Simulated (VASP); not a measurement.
# Na2LiTlBr6 (Fm-3m) in VASP: notebook

Runs on Na2LiTlBr6. Level: PBEsol. Tasks: single point.

All numbers are computed with VASP 6.6.1; they aren't measurements. Logs are shortened: lines on timing, memory, paths and dates and some standing lists are left out, and cuts for length are marked.

### 1 The cell of the first run

It takes space group Fm-3m (No. 225, cubic). The conventional cell has a = 10.688 Å, b = 10.688 Å, c = 10.688 Å, α = 90.00°, β = 90.00°, γ = 90.00°. Na (site symmetry -43m) has 12 Br at 3.78 Å and 4 Li at 4.63 Å and 4 Tl at 4.63 Å within 5.0 Å. Within 3.5 Å of Li (site symmetry m-3m) lie 6 Br at 2.63 Å. Tl (site symmetry m-3m) has 6 Br at 2.72 Å within 3.6 Å. Within 3.5 Å of Br (site symmetry 4mm) lie 1 Li at 2.63 Å and 1 Tl at 2.72 Å.

### 2 Single point, PBEsol

File INCAR:

```
PREC = Accurate
ENCUT = 520
EDIFF = 1E-6
ISMEAR = 0
SIGMA = 0.02
LREAL = F
LASPH = T
NELM = 80
ALGO = Normal
ISIF = 2
LWAVE = F
LCHARG = T
GGA = PS
LELF = T
LVHAR = T
NBANDS = 47
```

File KPOINTS:

```
Automatic mesh
0
Gamma
  6 6 6
```

File POSCAR:

```
Na2LiTlBr6
1.0
    0.0000000000      5.3439146667      5.3439146667
    5.3439146667      0.0000000000      5.3439146667
    5.3439146667      5.3439146667      0.0000000000
Na Li Tl Br
2 1 1 6
Direct
    0.7500000000      0.7500000000      0.7500000000
    0.2500000000      0.2500000000      0.2500000000
    0.5000000000      0.5000000000      0.5000000000
    0.0000000000      0.0000000000      0.0000000000
    0.7459586543      0.2540413457      0.2540413457
    0.2540413457      0.2540413457      0.7459586543
    0.2540413457      0.7459586543      0.7459586543
    0.2540413457      0.7459586543      0.2540413457
    0.7459586543      0.2540413457      0.7459586543
    0.7459586543      0.7459586543      0.2540413457
```

Potentials or basis: VASP PAW PBE potentials, release 64 (Na_pv, Li_sv, Tl_d, Br).

Command:

```console
cat potpaw_PBE.64/Na_pv/POTCAR potpaw_PBE.64/Li_sv/POTCAR potpaw_PBE.64/Tl_d/POTCAR potpaw_PBE.64/Br/POTCAR > POTCAR
mpirun -np 1 vasp_std > vasp.out
```

OUTCAR:

```text
PREC = Accurate
   ENCUT = 520
   EDIFF = 1E-6
   ISMEAR = 0
   LREAL = F
   LASPH = T
   NELM = 80
   ISIF = 2
   GGA = PS

 ion  position               nearest neighbor table
   1  0.750  0.750  0.750-
   2  0.250  0.250  0.250-
   3  0.500  0.500  0.500-   5 2.63   6 2.63   7 2.63   8 2.63   9 2.63  10 2.63
   4  0.000  0.000  0.000-   5 2.72   6 2.72   7 2.72   8 2.72   9 2.72  10 2.72
   5  0.746  0.254  0.254-   3 2.63   4 2.72
   6  0.254  0.254  0.746-   3 2.63   4 2.72
   7  0.254  0.746  0.746-   3 2.63   4 2.72
   8  0.254  0.746  0.254-   3 2.63   4 2.72
   9  0.746  0.254  0.746-   3 2.63   4 2.72
  10  0.746  0.746  0.254-   3 2.63   4 2.72

  LATTYP: Found a face centered cubic cell.
 ALAT       =    10.6878293334

  Lattice vectors:

 A1 = (   0.0000000000,   5.3439146667,   5.3439146667)
 A2 = (   5.3439146667,   0.0000000000,   5.3439146667)
 A3 = (   5.3439146667,   5.3439146667,   0.0000000000)

Analysis of symmetry for initial positions (statically):
=====================================================================
 Subroutine PRICEL returns:
 Original cell was already a primitive cell.

 Routine SETGRP: Setting up the symmetry group for a
 face centered cubic supercell.

 Subroutine GETGRP returns: Found 48 space group operations
 (whereof 48 operations were pure point group operations)
 out of a pool of 48 trial point group operations.

The static configuration has the point symmetry O_h .

Analysis of symmetry for dynamics (positions and initial velocities):
=====================================================================
 Subroutine PRICEL returns:
 Original cell was already a primitive cell.

 Routine SETGRP: Setting up the symmetry group for a
 face centered cubic supercell.

 Subroutine GETGRP returns: Found 48 space group operations
 (whereof 48 operations were pure point group operations)
 out of a pool of 48 trial point group operations.

The dynamic configuration has the point symmetry O_h .

 Subroutine INISYM returns: Found 48 space group operations
 (whereof 48 operations are pure point group operations),
 and found     1 'primitive' translations

----------------------------------------------------------------------------------------

                                     Primitive cell

  volume of cell :     305.2169

  direct lattice vectors                    reciprocal lattice vectors
     0.000000000  5.343914667  5.343914667    -0.093564368  0.093564368  0.093564368
     5.343914667  0.000000000  5.343914667     0.093564368 -0.093564368  0.093564368
     5.343914667  5.343914667  0.000000000     0.093564368  0.093564368 -0.093564368

  length of vectors
     7.557436598  7.557436598  7.557436598     0.162058240  0.162058240  0.162058240

  position of ions in fractional coordinates (direct lattice)
     0.750000000  0.750000000  0.750000000
     0.250000000  0.250000000  0.250000000
     0.500000000  0.500000000  0.500000000
     0.000000000  0.000000000  0.000000000
     0.745958654  0.254041346  0.254041346
     0.254041346  0.254041346  0.745958654
     0.254041346  0.745958654  0.745958654
     0.254041346  0.745958654  0.254041346
     0.745958654  0.254041346  0.745958654
     0.745958654  0.745958654  0.254041346

  ion indices of the primitive-cell ions
   primitive index   ion index
                 1           1
                 2           2
                 3           3
                 4           4
                 5           5
                 6           6
                 7           7
                 8           8
                 9           9
                10          10

----------------------------------------------------------------------------------------

 KPOINTS: Automatic mesh

Automatic generation of k-mesh.
 Grid dimensions read from file:
 generate k-points for:    6    6    6

 Generating k-lattice:

  Cartesian coordinates                     Fractional coordinates (reciprocal lattice)
    -0.015594061  0.015594061  0.015594061     0.166666667  0.000000000  0.000000000
     0.015594061 -0.015594061  0.015594061     0.000000000  0.166666667  0.000000000
     0.015594061  0.015594061 -0.015594061     0.000000000  0.000000000  0.166666667

  Length of vectors
     0.027009707  0.027009707  0.027009707

  Shift w.r.t. Gamma in fractional coordinates (k-lattice)
     0.000000000  0.000000000  0.000000000

 Subroutine IBZKPT returns following result:
 ===========================================

 Found     16 irreducible k-points:

 Following reciprocal coordinates:
            Coordinates               Weight
  0.000000  0.000000  0.000000      1.000000
  0.166667  0.000000  0.000000      8.000000
  0.333333  0.000000  0.000000      8.000000
  0.500000  0.000000  0.000000      4.000000
  0.166667  0.166667  0.000000      6.000000
  0.333333  0.166667  0.000000     24.000000
[... 8 lines left out ...]
 -0.333333  0.333333  0.166667     24.000000
 -0.333333  0.500000  0.166667     12.000000
   k-points           NKPTS =     16   k-points in BZ     NKDIM =     16   number of bands    NBANDS=     47
   number of dos      NEDOS =    301   number of ions     NIONS =     10
   total plane-waves  NPLWV = 175616
   dimension x,y,z NGX =    56 NGY =   56 NGZ =   56
   dimension x,y,z NGXF=   112 NGYF=  112 NGZF=  112
   ions per type =               2   1   1   6
   NGX,Y,Z   is equivalent  to a cutoff of  12.32, 12.32, 12.32 a.u.
   NGXF,Y,Z  is equivalent  to a cutoff of  24.64, 24.64, 24.64 a.u.
 SYSTEM =  unknown system
   PREC   = accura    normal or accurate (medium, high low for compatibility)
   ISTART =      0    job   : 0-new  1-cont  2-samecut
   ICHARG =      2    charge: 1-file 2-atom 10-const
   ISPIN  =      1    spin polarized calculation?
   LNONCOLLINEAR =      F non collinear calculations
   LSORBIT =      F    spin-orbit coupling
   LASPH  =      T    aspherical Exc in radial PAW
   ENCUT  =  520.0 eV  38.22 Ry    6.18 a.u.  14.05 14.05 14.05*2*pi/ulx,y,z
   NELM   =     80;   NELMIN=  2; NELMDL= -5     # of ELM steps
   EDIFF  = 0.1E-05   stopping-criterion for ELM
   LREAL  =      F    real-space projection
   EDIFFG = 0.1E-04   stopping-criterion for IOM
   NSW    =      0    number of steps for IOM
   IBRION =     -1    ionic relax: 0-MD 1-quasi-New 2-CG
   NFREE  =      0    steps in history (QN), initial steepest desc. (CG)
   ISIF   =      2    stress and relaxation
   ISYM   =      2    0-nonsym 1-usesym 2-fastsym
   POTIM  = 0.5000    time-step for ionic-motion
   TEBEG  =    0.0;   TEEND  =   0.0 temperature during run
   PSTRESS=    0.0 pullay stress
   NELECT =      72.0000    total number of electrons
   NUPDOWN=      -1.0000    fix difference up-down
   EMIN   =  10.00;   EMAX   =-10.00  energy-range for DOS
   EFERMI =   0.00;   METHOD = LEGACY
   ISMEAR =     0;   SIGMA  =   0.02  broadening in eV -4-tet -1-fermi 0-gaus
   EFERMI_NEDOS =   21; number of points for ismear=-14 and -15
   IALGO  =     38    algorithm
   IMIX   =      4    mixing-type and parameters
     AMIX     =   0.40;   BMIX     =  1.00
     AMIX_MAG =   1.60;   BMIX_MAG =  1.00
  volume/ion in A,a.u.               =      30.52       205.97
  Fermi-wavevector in a.u.,A,eV,Ry     =   1.011539  1.911532 13.921645  1.023212
  Thomas-Fermi vector in A             =   2.144595
   LORBIT       =      0    0 simple, 1 ext, 2 COOP (PROOUT), +10 PAW based schemes
   GGA     = PS    functional components
   LHFCALC =     F    Hartree Fock is set to
   AEXX    =    0.0000 exact exchange contribution
   IVDW    =     0    specifies the selected vdW correction
   LEPSILON=     F    determine dielectric tensor
   LRPA    =     F    only Hartree local field effects (RPA)
 non-spin polarized calculation
 Gauss-broadening in eV      SIGMA  =   0.02
  energy-cutoff  :      520.00
  volume of cell :      305.22
 maximum number of plane-waves:      8242
   NGX = 29   NGY = 29   NGZ = 29

 number of electron      71.9999974 magnetization

 Free energy of the ion-electron system (eV)
  ---------------------------------------------------
  ext. energy  EPLUGINS =         0.00000000
  ---------------------------------------------------
  free energy    TOTEN  =       -28.20298922 eV

  energy without entropy =      -28.20298922  energy(sigma->0) =      -28.20298922

 E-fermi :   0.0634     XC(G=0):  -7.8749

 val. band max:       -0.0648560540   @ k =   0.0000   0.0000   0.0000
 cond. band min:       0.5155677813   @ k =   0.0000   0.0000   0.0000
 fundamental gap:      0.5804238353
 Fermi energy:         0.0634166961

 k-point     1 :       0.0000    0.0000    0.0000
  band No.  band energies     occupation
      1     -44.1771      2.00000
      2     -23.3743      2.00000
      3     -23.3743      2.00000
      4     -23.3743      2.00000
      5     -23.3742      2.00000
      6     -23.3742      2.00000
[... 39 lines left out ...]
     46       7.6219      0.00000
     47       7.6219      0.00000

 k-point     2 :       0.1667    0.0000    0.0000
  band No.  band energies     occupation
      1     -44.1771      2.00000
      2     -23.3743      2.00000
      3     -23.3743      2.00000
      4     -23.3743      2.00000
      5     -23.3742      2.00000
      6     -23.3742      2.00000
[... 39 lines left out ...]
     46       7.7553      0.00000
     47       7.7555      0.00000

 k-point     3 :       0.3333    0.0000    0.0000
  band No.  band energies     occupation
      1     -44.1771      2.00000
      2     -23.3743      2.00000
      3     -23.3743      2.00000
      4     -23.3743      2.00000
      5     -23.3742      2.00000
      6     -23.3742      2.00000
[... 639 lines left out ...]
     46       7.0193      0.00000
     47       7.6090      0.00000

 k-point    16 :      -0.3333    0.5000    0.1667
  band No.  band energies     occupation
      1     -44.1772      2.00000
      2     -23.3744      2.00000
      3     -23.3744      2.00000
      4     -23.3743      2.00000
      5     -23.3742      2.00000
      6     -23.3742      2.00000
[... 39 lines left out ...]
     46       7.1482      0.00000
     47       7.4098      0.00000

------------------------ aborting loop because EDIFF is reached ----------------------------------------

  FORCE on cell =-STRESS in cart. coord.  units (eV):
  Direction    XX          YY          ZZ          XY          YZ          ZX
  --------------------------------------------------------------------------------------
  -------------------------------------------------------------------------------------
  Total       -0.0282348     -0.0282348     -0.0282348      0.0000000     -0.0000000      0.0000000
  in kB       -0.1482132     -0.1482132     -0.1482132      0.0000000     -0.0000000      0.0000000
  external PRESSURE =      -0.1482132 kB  Pullay stress =       0.0000000 kB

 VOLUME and BASIS-vectors are now :
 -----------------------------------------------------------------------------
  energy-cutoff  :      520.00
  volume of cell :      305.22
      direct lattice vectors                 reciprocal lattice vectors
     0.000000000  5.343914667  5.343914667    -0.093564368  0.093564368  0.093564368
     5.343914667  0.000000000  5.343914667     0.093564368 -0.093564368  0.093564368
     5.343914667  5.343914667  0.000000000     0.093564368  0.093564368 -0.093564368

 POSITION                                       TOTAL-FORCE (eV/Angst)
 -----------------------------------------------------------------------------------
      8.01587      8.01587      8.01587        -0.000000     -0.000000     -0.000000
      2.67196      2.67196      2.67196         0.000000     -0.000000     -0.000000
      5.34391      5.34391      5.34391        -0.000000     -0.000000     -0.000000
      0.00000      0.00000      0.00000        -0.000000     -0.000000      0.000000
      2.71515      5.34391      5.34391         0.004076     -0.000000      0.000000
      5.34391      5.34391      2.71515        -0.000000     -0.000000      0.004076
      7.97268      5.34391      5.34391        -0.004076     -0.000000      0.000000
      5.34391      2.71515      5.34391        -0.000000      0.004076      0.000000
      5.34391      7.97268      5.34391        -0.000000     -0.004076      0.000000
      5.34391      5.34391      7.97268        -0.000000     -0.000000     -0.004076
 -----------------------------------------------------------------------------------
    total drift:                                0.000000      0.000000     -0.000000

  FREE ENERGIE OF THE ION-ELECTRON SYSTEM (eV)
  ---------------------------------------------------
  free  energy   TOTEN  =       -28.2029892180 eV

  energy  without entropy=      -28.2029892180  energy(sigma->0) =      -28.20298922
```

Run time: 5.6 min. Hardware: 1 thread of Intel Xeon Platinum 8259CL at 2.50GHz (Skylake/Cascade Lake), shared host; peak memory 0.55 GiB.

What came out:

| Item | Value |
| --- | --- |
| Free energy | -28.2030 eV |
| Largest force | 0.004 eV/Å |
| Band gap on the k mesh | 0.58 eV |

Forces on the atoms (eV/Å):
```
Na   0.000  0.000  0.000
Na   0.000  0.000  0.000
Li   0.000  0.000  0.000
Tl   0.000  0.000  0.000
Br   0.004  0.000  0.000
Br   0.000  0.000  0.004
Br  -0.004  0.000  0.000
Br   0.000  0.004  0.000
Br   0.000 -0.004  0.000
Br   0.000  0.000 -0.004
```

Caveat: the cutoff is under 1.25 times the usual one of these potentials, so pressure, stress and relaxed cells hold a basis-set (Pulay) error; the PAW data sets were made with another functional, which shifts forces and pressure a little; spin-orbit coupling is left out, which moves the levels of the heavy elements. A k mesh can miss the band edges.

### 3 Single point, PBEsol

File INCAR:

```
SYSTEM = Na2LiTlBr6
ALGO     = Normal         ! electronic algorithm
EDIFF    = 1E-6           ! SCF threshold, eV
ENCUT    = 520            ! plane-wave cutoff, eV
GGA      = PS             ! functional
ISIF     = 2              ! what is computed and relaxed
ISMEAR   = 0              ! smearing method
LASPH    = .True.         ! aspherical terms in the spheres
LCHARG   = .True.         ! write CHGCAR
LELF     = .True.         ! ELF
LREAL    = .False.        ! projectors in reciprocal space
LVHAR    = .True.       
LWAVE    = .False.        ! write WAVECAR
NBANDS   = 47             ! bands
NELM     = 100            ! most SCF steps
PREC     = Accurate       ! precision mode
SIGMA    = 0.05           ! smearing width, eV
```

File KPOINTS:

```
k-points
0
Gamma
  6 6 6
  0 0 0
```

POSCAR is that of step 2.

Potentials or basis: VASP PAW PBE potentials, release 64 (Na_pv, Li_sv, Tl_d, Br).

Command:

```console
cat potpaw_PBE.64/Na_pv/POTCAR potpaw_PBE.64/Li_sv/POTCAR potpaw_PBE.64/Tl_d/POTCAR potpaw_PBE.64/Br/POTCAR > POTCAR
mpirun -np 1 vasp_std > vasp.out
```

OUTCAR:

```text
SYSTEM = Na2LiTlBr6
   EDIFF = 1E-6
   ENCUT = 520
   GGA = PS
   ISIF = 2
   ISMEAR = 0
   LASPH = .True.
   LREAL = .False.
   NELM = 100
   PREC = Accurate

 ion  position               nearest neighbor table
   1  0.750  0.750  0.750-
   2  0.250  0.250  0.250-
   3  0.500  0.500  0.500-   5 2.63   6 2.63   7 2.63   8 2.63   9 2.63  10 2.63
   4  0.000  0.000  0.000-   5 2.72   6 2.72   7 2.72   8 2.72   9 2.72  10 2.72
   5  0.746  0.254  0.254-   3 2.63   4 2.72
[... 1010 lines left out ...]
  in kB       -0.1482131     -0.1482131     -0.1482131      0.0000000      0.0000000     -0.0000000
  external PRESSURE =      -0.1482131 kB  Pullay stress =       0.0000000 kB

 VOLUME and BASIS-vectors are now :
 -----------------------------------------------------------------------------
  energy-cutoff  :      520.00
  volume of cell :      305.22
      direct lattice vectors                 reciprocal lattice vectors
     0.000000000  5.343914667  5.343914667    -0.093564368  0.093564368  0.093564368
     5.343914667  0.000000000  5.343914667     0.093564368 -0.093564368  0.093564368
     5.343914667  5.343914667  0.000000000     0.093564368  0.093564368 -0.093564368

 POSITION                                       TOTAL-FORCE (eV/Angst)
 -----------------------------------------------------------------------------------
      8.01587      8.01587      8.01587         0.000000     -0.000000      0.000000
      2.67196      2.67196      2.67196         0.000000      0.000000     -0.000000
      5.34391      5.34391      5.34391         0.000000      0.000000      0.000000
      0.00000      0.00000      0.00000         0.000000      0.000000     -0.000000
      2.71515      5.34391      5.34391         0.004076      0.000000      0.000000
      5.34391      5.34391      2.71515         0.000000      0.000000      0.004076
      7.97268      5.34391      5.34391        -0.004076      0.000000      0.000000
      5.34391      2.71515      5.34391         0.000000      0.004076      0.000000
      5.34391      7.97268      5.34391         0.000000     -0.004076      0.000000
      5.34391      5.34391      7.97268         0.000000      0.000000     -0.004076
 -----------------------------------------------------------------------------------
    total drift:                                0.000000      0.000000     -0.000000

  FREE ENERGIE OF THE ION-ELECTRON SYSTEM (eV)
  ---------------------------------------------------
  free  energy   TOTEN  =       -28.2029892178 eV

  energy  without entropy=      -28.2029892178  energy(sigma->0) =      -28.20298922
```

stdout:

```text
POSCAR found type information on POSCAR NaLiTlBr
 POSCAR found :  4 types and      10 ions
 scaLAPACK will be used
 -----------------------------------------------------------------------------
|                                                                             |
|                                                                             |
|     You enforced a specific xc type in the INCAR file but a different       |
|     I HOPE YOU KNOW WHAT YOU ARE DOING!                                     |
|                                                                             |
 -----------------------------------------------------------------------------

 LDA part: xc-table for (Slater+PW92), standard interpolation
 POSCAR, INCAR and KPOINTS ok, starting setup
 FFT: planning ... GRIDC
 FFT: planning ... GRID_SOFT
 FFT: planning ... GRID
 WAVECAR not read
 entering main loop
```

Run time: 5.7 min. Hardware: 1 thread of Intel Xeon Platinum 8259CL at 2.50GHz (Skylake/Cascade Lake), shared host; peak memory 0.55 GiB.

What came out:

- Free energy: -28.2030 eV
- Largest force: 0.004 eV/Å
- Band gap on the k mesh: 0.58 eV

Forces in eV/Å, atoms in the order of the input:
```
Na   0.000  0.000  0.000
Na   0.000  0.000  0.000
Li   0.000  0.000  0.000
Tl   0.000  0.000  0.000
Br   0.004  0.000  0.000
Br   0.000  0.000  0.004
Br  -0.004  0.000  0.000
Br   0.000  0.004  0.000
Br   0.000 -0.004  0.000
Br   0.000  0.000 -0.004
```

Caveat: the cutoff is under 1.25 times the usual one of these potentials, so pressure, stress and relaxed cells hold a basis-set (Pulay) error; the PAW data sets were made with another functional, which shifts forces and pressure a little; spin-orbit coupling is left out, which moves the levels of the heavy elements. A k mesh can miss the band edges.
